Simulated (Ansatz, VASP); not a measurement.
**Sn4Se3S in VASP and in Ansatz**

The input INCAR:

```
PREC = Accurate
ENCUT = 520
EDIFF = 1E-7
ISMEAR = 0
SIGMA = 0.1
LREAL = False
LASPH = True
NELM = 60
ALGO = Normal
ISIF = 2
LWAVE = False
LCHARG = True
GGA = PE
LELF = True
LVHAR = True
NBANDS = 50
```

Contents of KPOINTS:

```
regular mesh
0
Gamma
  4 4 2
```

The input POSCAR:

```
Sn4Se3S
1.0
    4.2512992000      0.0000000000      0.0000000000
    0.0000000000      4.2512992000      0.0000000000
    0.0000000000      0.0000000000     12.0214836000
Sn Se S
4 3 1
Direct
    0.0000000000      0.0000000000      0.7556510000
    0.5000000000      0.5000000000      0.0000000000
    0.0000000000      0.0000000000      0.2443490000
    0.5000000000      0.5000000000      0.5000000000
    0.5000000000      0.5000000000      0.2487760000
    0.0000000000      0.0000000000      0.5000000000
    0.5000000000      0.5000000000      0.7512240000
    0.0000000000      0.0000000000      0.0000000000
```

Input for Ansatz:

```yaml
crystal:
  lattice:
    - [4.2512992, 0.0, 0.0]
    - [0.0, 4.2512992, 0.0]
    - [0.0, 0.0, 12.0214836]
  atoms:
    - { symbol: Sn, position: [0.0, 0.0, 0.755651] }
    - { symbol: Sn, position: [0.5, 0.5, 0.0] }
    - { symbol: Sn, position: [0.0, 0.0, 0.244349] }
    - { symbol: Sn, position: [0.5, 0.5, 0.5] }
    - { symbol: Se, position: [0.5, 0.5, 0.248776] }
    - { symbol: Se, position: [0.0, 0.0, 0.5] }
    - { symbol: Se, position: [0.5, 0.5, 0.751224] }
    - { symbol: S, position: [0.0, 0.0, 0.0] }
basis:
  ecutwfc: 420
kpoints:
  mp_grid: { grid: [4, 4, 2] }
hamiltonian:
  xc: pbe
scf:
  occupations: { method: gaussian, width: 0.1 }
  lower_state_search: "off"
output:
  forces: true
  stress: true
  eigenvalues: true
```

Alike in both runs: task single point; functional PBE; k mesh 4 × 4 × 2; occupations gaussian, width 0.1 eV; no spin polarisation.

|  | VASP | Ansatz |
| --- | --- | --- |
| version | VASP 6.6.1 | Ansatz 0.2.0 |
| potentials or method | VASP PAW PBE potentials, release 64 (Sn_d, Se, S), cutoff 520 eV | scalar-relativistic, plane waves, PAW |
| valence electrons in the cell | 80 | 110 |

```tsv
	VASP	Ansatz	Ansatz less VASP
gap on the k mesh at the Fermi level (eV)	0.44	0.44	0.000
least direct gap on the mesh (eV)	0.44	0.44	0.000
pressure (GPa)	-0.6	-0.6	+0.02
traceless stress, the component that is largest in VASP (GPa)	-0.09	-0.09	+0.001
rms of the force components (eV/Å)	0.013	0.013	-0.0001
```

Atom by atom the forces differ by 0.000 eV/Å (rms over components). VASP's potentials hold 80 valence electrons a cell and Ansatz's 110, so a difference there can come from the potentials and not from the codes.
